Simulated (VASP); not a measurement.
Crystal: Al5Cu3.

```
CELL_PARAMETERS angstrom
2.77528 0.00000 0.00000
0.00000 2.77528 0.00000
0.00000 0.00000 14.87144
ATOMIC_POSITIONS crystal
Al 0.00000 0.00000 0.85256
Al 0.00000 0.00000 0.14744
Al 0.00000 0.00000 0.38154
Al 0.00000 0.00000 0.61846
Al 0.50000 0.50000 0.00000
Cu 0.50000 0.50000 0.26391
Cu 0.50000 0.50000 0.50000
Cu 0.50000 0.50000 0.73609
```

The cell was generated, and may not be a known phase.

| Property | Result |
| --- | --- |
| Program | VASP 6.6.1 |
| Task | relaxation of cell and atoms |
| Functional | PBE |
| Potentials or basis | VASP PAW PBE potentials, release 64 (Al, Cu) |
| Cutoff | 600 eV |
| k mesh | 12 × 12 × 2 |
| Occupations | gaussian, width 0.1 eV |
| Spin | no spin polarisation |

At the start: pressure 0.2 GPa; volume 14.32 Å³/atom.

**Question.** Where does the relaxation end?

**Answer.** Over 29 steps the energy falls by 3.5 meV/atom and the volume is 14.30 Å³/atom (-0.1 %); space group P4/mmm (No. 123, to 0.1 Å) before and after.

Step by step:
| step | energy change (eV) | largest force (eV/Å) | pressure (GPa) | volume (Å³) |
| --- | --- | --- | --- | --- |
| 1 | 0.0000 | 0.1071 | 0.21 | 114.54 |
| 2 | -0.0075 | 0.0913 | -0.07 | 114.85 |
| 3 | -0.0216 | 0.0285 | -0.96 | 115.73 |
| 4 | -0.0267 | 0.0334 | -0.48 | 115.07 |
| 5 | -0.0281 | 0.0379 | -0.05 | 114.52 |
| 6 | -0.0281 | 0.0382 | -0.08 | 114.49 |
| 7 | -0.0281 | 0.0389 | 0.06 | 114.41 |
| 8 | -0.0281 | 0.0385 | -0.04 | 114.46 |
| 9 | -0.0282 | 0.0289 | -0.02 | 114.43 |
| 10 | -0.0283 | 0.0097 | 0.16 | 114.36 |
| 11 | -0.0284 | 0.0179 | -0.07 | 114.44 |
| 12 | -0.0284 | 0.0116 | -0.01 | 114.41 |
| 13 | -0.0284 | 0.0121 | 0.01 | 114.41 |
| 14 | -0.0284 | 0.0136 | -0.09 | 114.41 |
| 15 | -0.0284 | 0.0105 | -0.10 | 114.36 |
| 16 | -0.0282 | 0.0100 | 0.15 | 114.20 |
| 17 | -0.0283 | 0.0124 | 0.09 | 114.28 |
| 18 | -0.0283 | 0.0129 | 0.25 | 114.32 |
| 19 | -0.0283 | 0.0125 | 0.13 | 114.35 |
| 20 | -0.0284 | 0.0124 | 0.10 | 114.35 |
| 21 | -0.0284 | 0.0123 | 0.10 | 114.35 |
| 22 | -0.0284 | 0.0126 | -0.06 | 114.36 |
| 23 | -0.0283 | 0.0110 | 0.07 | 114.33 |
| 24 | -0.0283 | 0.0111 | -0.08 | 114.33 |
| 25 | -0.0283 | 0.0107 | 0.27 | 114.33 |
| 26 | -0.0283 | 0.0128 | -0.01 | 114.33 |
| 27 | -0.0283 | 0.0092 | 0.13 | 114.33 |
| 28 | -0.0284 | 0.0097 | 0.11 | 114.35 |
| 29 | -0.0284 | 0.0093 | 0.01 | 114.40 |

Final structure:
```
CELL_PARAMETERS angstrom
2.81453 0.00000 0.00000
0.00000 2.81453 0.00000
0.00000 0.00000 14.44120
ATOMIC_POSITIONS crystal
Al 0.00000 0.00000 0.85467
Al 0.00000 0.00000 0.14533
Al 0.00000 0.00000 0.38159
Al 0.00000 0.00000 0.61841
Al 0.50000 0.50000 0.00000
Cu 0.50000 0.50000 0.26393
Cu 0.50000 0.50000 0.50000
Cu 0.50000 0.50000 0.73607
```
